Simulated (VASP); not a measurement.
# HfB (Fm-3m) in VASP: notebook

The runs below take HfB through single point, with r2SCAN.

Everything below comes from runs of VASP 6.6.1. Logs are shortened: lines on timing, memory, paths and dates and some standing lists are left out, and cuts for length are marked.

### Step 1. The cell of the first run

The structure is cubic, space group Fm-3m (No. 225). Conventional cell: a = 4.614 Å, b = 4.614 Å, c = 4.614 Å, α = 90.00°, β = 90.00°, γ = 90.00°. Within 3.0 Å of Hf (site symmetry m-3m) lie 6 B at 2.31 Å. Within 3.0 Å of B (site symmetry m-3m) lie 6 Hf at 2.31 Å.

### Step 2. Single point, r2SCAN

Contents of POSCAR:

```
HfB
1.0
    0.0000000000      2.3068497626      2.3068497626
    2.3068497626      0.0000000000      2.3068497626
    2.3068497626      2.3068497626      0.0000000000
Hf B
1 1
Direct
    0.5000000000      0.5000000000      0.5000000000
    0.0000000000      0.0000000000      0.0000000000
```

Contents of INCAR.step1:

```
SYSTEM = HfB
ALGO = Normal
EDIFF = 1E-4
ENCUT = 520
GGA = PE
ISMEAR = -1
LASPH = .True.
LCHARG = .False.
LREAL = .False.
LWAVE = .True.
NBANDS = 14
NELM = 60
PREC = Accurate
SIGMA = 0.05
```

Contents of INCAR.step2:

```
SYSTEM = HfB
ALGO = Normal
EDIFF = 1E-6
ENCUT = 520
ISIF = 2
ISMEAR = -1
ISTART = 1
LASPH = .True.
LCHARG = .False.
LMIXTAU = .True.
LREAL = .False.
LWAVE = .False.
METAGGA = R2SCAN
NBANDS = 14
NELM = 60
PREC = Accurate
SIGMA = 0.05
```

Contents of KPOINTS:

```
k-points
0
Gamma
  10 10 10
  0 0 0
```

Potentials or basis: VASP PAW PBE potentials, release 64 (Hf_pv, B).

Command:

```
$ cat potpaw_PBE.64/Hf_pv/POTCAR potpaw_PBE.64/B/POTCAR > POTCAR
$ cp INCAR.step1 INCAR
$ mpirun -np 1 vasp_std > vasp.out
$ cp INCAR.step2 INCAR
$ mpirun -np 1 vasp_std > vasp.out
```

OUTCAR:

```text
SYSTEM = HfB
   EDIFF = 1E-6
   ENCUT = 520
   ISIF = 2
   ISMEAR = -1
   ISTART = 1
   LASPH = .True.
   LREAL = .False.
   METAGGA = R2SCAN
   NELM = 60
   PREC = Accurate

 ion  position               nearest neighbor table
   1  0.500  0.500  0.500-   2 2.31   2 2.31   2 2.31   2 2.31   2 2.31   2 2.31
   2  0.000  0.000  0.000-   1 2.31   1 2.31   1 2.31   1 2.31   1 2.31   1 2.31

  LATTYP: Found a face centered cubic cell.
 ALAT       =     4.6136995252

  Lattice vectors:

 A1 = (   0.0000000000,   2.3068497626,   2.3068497626)
 A2 = (   2.3068497626,   0.0000000000,   2.3068497626)
 A3 = (   2.3068497626,   2.3068497626,   0.0000000000)

Analysis of symmetry for initial positions (statically):
=====================================================================
 Subroutine PRICEL returns:
 Original cell was already a primitive cell.

 Routine SETGRP: Setting up the symmetry group for a
 face centered cubic supercell.

 Subroutine GETGRP returns: Found 48 space group operations
 (whereof 48 operations were pure point group operations)
 out of a pool of 48 trial point group operations.

The static configuration has the point symmetry O_h .

Analysis of symmetry for dynamics (positions and initial velocities):
=====================================================================
 Subroutine PRICEL returns:
 Original cell was already a primitive cell.

 Routine SETGRP: Setting up the symmetry group for a
 face centered cubic supercell.

 Subroutine GETGRP returns: Found 48 space group operations
 (whereof 48 operations were pure point group operations)
 out of a pool of 48 trial point group operations.

The dynamic configuration has the point symmetry O_h .

 Subroutine INISYM returns: Found 48 space group operations
 (whereof 48 operations are pure point group operations),
 and found     1 'primitive' translations

----------------------------------------------------------------------------------------

                                     Primitive cell

  volume of cell :      24.5521

  direct lattice vectors                    reciprocal lattice vectors
     0.000000000  2.306849763  2.306849763    -0.216745801  0.216745801  0.216745801
     2.306849763  0.000000000  2.306849763     0.216745801 -0.216745801  0.216745801
     2.306849763  2.306849763  0.000000000     0.216745801  0.216745801 -0.216745801

  length of vectors
     3.262378221  3.262378221  3.262378221     0.375414740  0.375414740  0.375414740

  position of ions in fractional coordinates (direct lattice)
     0.500000000  0.500000000  0.500000000
     0.000000000  0.000000000  0.000000000

  ion indices of the primitive-cell ions
   primitive index   ion index
                 1           1
                 2           2

----------------------------------------------------------------------------------------

 KPOINTS: k-points

Automatic generation of k-mesh.
 Grid dimensions read from file:
 generate k-points for:   10   10   10

 Generating k-lattice:

  Cartesian coordinates                     Fractional coordinates (reciprocal lattice)
    -0.021674580  0.021674580  0.021674580     0.100000000  0.000000000  0.000000000
     0.021674580 -0.021674580  0.021674580     0.000000000  0.100000000  0.000000000
     0.021674580  0.021674580 -0.021674580     0.000000000  0.000000000  0.100000000

  Length of vectors
     0.037541474  0.037541474  0.037541474

  Shift w.r.t. Gamma in fractional coordinates (k-lattice)
     0.000000000  0.000000000  0.000000000

 Subroutine IBZKPT returns following result:
 ===========================================

 Found     47 irreducible k-points:

 Following reciprocal coordinates:
            Coordinates               Weight
  0.000000  0.000000  0.000000      1.000000
  0.100000  0.000000  0.000000      8.000000
  0.200000  0.000000  0.000000      8.000000
  0.300000  0.000000  0.000000      8.000000
  0.400000  0.000000  0.000000      8.000000
  0.500000  0.000000  0.000000      4.000000
[... 16 lines left out ...]
  0.300000  0.300000  0.000000      6.000000
  0.400000  0.300000  0.000000     24.000000
 [... further k-points ...]
   k-points           NKPTS =     47   k-points in BZ     NKDIM =     47   number of bands    NBANDS=     14
   number of dos      NEDOS =    301   number of ions     NIONS =      2
   total plane-waves  NPLWV =  13824
   dimension x,y,z NGX =    24 NGY =   24 NGZ =   24
   dimension x,y,z NGXF=    48 NGYF=   48 NGZF=   48
   ions per type =               1   1
   NGX,Y,Z   is equivalent  to a cutoff of  12.23, 12.23, 12.23 a.u.
   NGXF,Y,Z  is equivalent  to a cutoff of  24.46, 24.46, 24.46 a.u.
 SYSTEM =  HfB
   PREC   = accura    normal or accurate (medium, high low for compatibility)
   ISTART =      1    job   : 0-new  1-cont  2-samecut
   ICHARG =      0    charge: 1-file 2-atom 10-const
   ISPIN  =      1    spin polarized calculation?
   LNONCOLLINEAR =      F non collinear calculations
   LSORBIT =      F    spin-orbit coupling
   LASPH  =      T    aspherical Exc in radial PAW
   ENCUT  =  520.0 eV  38.22 Ry    6.18 a.u.   6.07  6.07  6.07*2*pi/ulx,y,z
   NELM   =     60;   NELMIN=  2; NELMDL=  0     # of ELM steps
   EDIFF  = 0.1E-05   stopping-criterion for ELM
   LREAL  =      F    real-space projection
   EDIFFG = 0.1E-04   stopping-criterion for IOM
   NSW    =      0    number of steps for IOM
   IBRION =     -1    ionic relax: 0-MD 1-quasi-New 2-CG
   NFREE  =      0    steps in history (QN), initial steepest desc. (CG)
   ISIF   =      2    stress and relaxation
   ISYM   =      2    0-nonsym 1-usesym 2-fastsym
   POTIM  = 0.5000    time-step for ionic-motion
   TEBEG  =    0.0;   TEEND  =   0.0 temperature during run
   PSTRESS=    0.0 pullay stress
   NELECT =      13.0000    total number of electrons
   NUPDOWN=      -1.0000    fix difference up-down
   EMIN   =  10.00;   EMAX   =-10.00  energy-range for DOS
   EFERMI =   0.00;   METHOD = LEGACY
   ISMEAR =    -1;   SIGMA  =   0.05  broadening in eV -4-tet -1-fermi 0-gaus
   EFERMI_NEDOS =   21; number of points for ismear=-14 and -15
   IALGO  =     38    algorithm
   IMIX   =      4    mixing-type and parameters
     AMIX     =   0.40;   BMIX     =  1.00
     AMIX_MAG =   1.60;   BMIX_MAG =  1.00
  volume/ion in A,a.u.               =      12.28        82.84
  Fermi-wavevector in a.u.,A,eV,Ry     =   1.324423  2.502796 23.865921  1.754096
  Thomas-Fermi vector in A             =   2.453959
   LORBIT       =      0    0 simple, 1 ext, 2 COOP (PROOUT), +10 PAW based schemes
   METAGGA = R2SCAN    functional components
   LHFCALC =     F    Hartree Fock is set to
   AEXX    =    0.0000 exact exchange contribution
   IVDW    =     0    specifies the selected vdW correction
   LEPSILON=     F    determine dielectric tensor
   LRPA    =     F    only Hartree local field effects (RPA)
 non-spin polarized calculation
  energy-cutoff  :      520.00
  volume of cell :       24.55
 maximum number of plane-waves:       678
   NGX = 13   NGY = 13   NGZ = 13

 number of electron      13.0000002 magnetization

 Free energy of the ion-electron system (eV)
  ---------------------------------------------------
  ext. energy  EPLUGINS =         0.00000000
  ---------------------------------------------------
  free energy    TOTEN  =       -53.13425454 eV

  energy without entropy =      -53.12245497  energy(sigma->0) =      -53.12835476

 E-fermi :   5.0341     XC(G=0): -13.2512

 val. band max:        5.0135765370   @ k =   0.5000   0.3000   0.1000
 cond. band min:       5.0460543133   @ k =  -0.2000   0.1000   0.0000
 fundamental gap:      0.0324777764
 Fermi energy:         5.0340586117

 k-point     1 :       0.0000    0.0000    0.0000
  band No.  band energies     occupation
      1     -24.3077      2.00000
      2     -24.3077      2.00000
      3     -24.3077      2.00000
      4      -5.1411      2.00000
      5       7.5275      0.00000
      6       7.5275      0.00000
      7       7.5275      0.00000
      8       9.2342      0.00000
      9       9.2342      0.00000
     10       9.2342      0.00000
     11       9.4647      0.00000
     12       9.4647      0.00000
     13      17.3115      0.00000
     14      18.9653      0.00000

 k-point     2 :       0.1000    0.0000    0.0000
  band No.  band energies     occupation
      1     -24.3865      2.00000
      2     -24.3153      2.00000
      3     -24.3153      2.00000
      4      -4.8396      2.00000
      5       6.5078      0.00000
      6       7.0431      0.00000
      7       7.0431      0.00000
      8       8.2115      0.00000
      9       8.2115      0.00000
     10       9.7528      0.00000
     11      11.5810      0.00000
     12      11.5810      0.00000
     13      18.0848      0.00000
     14      19.3029      0.00000

 k-point     3 :       0.2000    0.0000    0.0000
  band No.  band energies     occupation
      1     -24.5874      2.00000
      2     -24.3351      2.00000
      3     -24.3351      2.00000
      4      -3.9953      2.00000
      5       4.8391      1.96033
      6       5.6298      0.00001
      7       5.6298      0.00001
      8       8.8663      0.00000
      9       8.8663      0.00000
     10      10.2899      0.00000
     11      14.1027      0.00000
     12      14.1027      0.00000
     13      19.3489      0.00000
     14      19.5800      0.00000
[... 324 lines left out ...]
 k-point    23 :       0.3000    0.3000    0.0000
  band No.  band energies     occupation
      1     -24.7792      2.00000
      2     -24.4854      2.00000
      3     -24.4854      2.00000
      4      -2.5653      2.00000
      5       2.7490      2.00000
      6       4.9098      1.84632
      7       6.8469      0.00000
      8       6.8469      0.00000
      9      10.7134      0.00000
     10      13.4284      0.00000
     11      13.4284      0.00000
     12      17.2513      0.00000
     13      19.3497      0.00000
     14      20.8284      0.00000

 k-point    24 :       0.4000    0.3000    0.0000
  band No.  band energies     occupation
      1     -24.8782      2.00000
      2     -24.5377      2.00000
      3     -24.5136      2.00000
      4      -2.0933      2.00000
      5       2.7199      2.00000
      6       4.3040      2.00000
      7       6.4641      0.00000
      8       7.3547      0.00000
      9      11.6869      0.00000
     10      13.5560      0.00000
     11      13.8143      0.00000
     12      18.2798      0.00000
     13      18.7392      0.00000
     14      19.3498      0.00000

 [... further k-points ...]

------------------------ aborting loop because EDIFF is reached ----------------------------------------

  FORCE on cell =-STRESS in cart. coord.  units (eV):
  Direction    XX          YY          ZZ          XY          YZ          ZX
  --------------------------------------------------------------------------------------
  -------------------------------------------------------------------------------------
  Total        4.7140201      4.7140201      4.7140201      0.0000000      0.0000000     -0.0000000
  in kB      307.6196549    307.6196549    307.6196549      0.0000000      0.0000000     -0.0000000
  external PRESSURE =     307.6196549 kB  Pullay stress =       0.0000000 kB

 VOLUME and BASIS-vectors are now :
 -----------------------------------------------------------------------------
  energy-cutoff  :      520.00
  volume of cell :       24.55
      direct lattice vectors                 reciprocal lattice vectors
     0.000000000  2.306849763  2.306849763    -0.216745801  0.216745801  0.216745801
     2.306849763  0.000000000  2.306849763     0.216745801 -0.216745801  0.216745801
     2.306849763  2.306849763  0.000000000     0.216745801  0.216745801 -0.216745801

 POSITION                                       TOTAL-FORCE (eV/Angst)
 -----------------------------------------------------------------------------------
      2.30685      2.30685      2.30685        -0.000000      0.000000     -0.000000
      0.00000      0.00000      0.00000         0.000000     -0.000000      0.000000
 -----------------------------------------------------------------------------------
    total drift:                                0.000000     -0.000000      0.000000

  FREE ENERGIE OF THE ION-ELECTRON SYSTEM (eV)
  ---------------------------------------------------
  free  energy   TOTEN  =       -53.1342545399 eV

  energy  without entropy=      -53.1224549732  energy(sigma->0) =      -53.12835476
```

It took 1.7 min on 1 thread of AMD EPYC 7R43 (Zen 3), shared host; peak memory 0.12 GiB.

What came out:

```
Free energy            : -53.1343 eV
Pressure               : 30.8 GPa
Band gap on the k mesh : zero (an odd number of electrons rules out a gap without spin polarisation)
```

Caveat: the cell stands under pressure; the PAW data sets were made with another functional, which shifts forces and pressure a little; spin-orbit coupling is left out, which moves the levels of the heavy elements.

### Step 3. Single point, r2SCAN

This run uses another cell than the first one, of 12.76 Å³/atom.

Contents of POSCAR:

```
HfB
1.0
    0.0000000000      2.3365902417      2.3365902417
    2.3365902417      0.0000000000      2.3365902417
    2.3365902417      2.3365902417      0.0000000000
Hf B
1 1
Direct
    0.5000000000      0.5000000000      0.5000000000
    0.0000000000      0.0000000000      0.0000000000
```

Contents of INCAR.step1:

```
SYSTEM = HfB
  PREC = Accurate
  ENCUT = 520
  ISMEAR = -1
  SIGMA = 0.05
  LREAL = .False.
  LASPH = .True.
  NELM = 60
  NBANDS = 14
  GGA = PE
  ALGO = Normal
  EDIFF = 1E-4
  LWAVE = .True.
  LCHARG = .False.
```

Contents of INCAR.step2:

```
SYSTEM = HfB
  PREC = Accurate
  ENCUT = 520
  EDIFF = 1E-6
  ISMEAR = -1
  SIGMA = 0.05
  LREAL = .False.
  LASPH = .True.
  NELM = 60
  ALGO = Normal
  ISIF = 2
  LWAVE = .False.
  LCHARG = .False.
  METAGGA = R2SCAN
  LMIXTAU = .True.
  NBANDS = 14
  ISTART = 1
```

Contents of KPOINTS:

```
Automatic mesh
0
Gamma
  10 10 10
  0 0 0
```

Potentials or basis: VASP PAW PBE potentials, release 64 (Hf_pv, B).

Command:

```
$ cat potpaw_PBE.64/Hf_pv/POTCAR potpaw_PBE.64/B/POTCAR > POTCAR
$ cp INCAR.step1 INCAR
$ mpirun -np 1 vasp_std > vasp.out
$ cp INCAR.step2 INCAR
$ mpirun -np 1 vasp_std > vasp.out
```

Run time: 2.6 min. Hardware: 1 thread of AMD EPYC 7R43 (Zen 3), shared host; peak memory 0.13 GiB.

It converged, with:

```
Free energy            : -53.2874 eV
Pressure               : 20.4 GPa
Band gap on the k mesh : zero (an odd number of electrons rules out a gap without spin polarisation)
```

Levels at points of the mesh, in eV from the Fermi level:
```tsv
k point	band 4	band 5	band 6	band 7	band 8	band 9	band 10	band 11
(0.00, 0.00, 0.00)	-10.05	2.45	2.45	2.45	4.08	4.08	4.08	4.28
(0.50, 0.00, 0.00)	-5.10	-4.67	-1.36	-1.36	6.74	6.74	7.83	8.64
(0.50, 0.50, 0.00)	-7.13	-1.22	-0.93	2.33	2.33	6.24	8.08	8.08
```

Caveat: the cell stands under pressure; the PAW data sets were made with another functional, which shifts forces and pressure a little; spin-orbit coupling is left out, which moves the levels of the heavy elements.
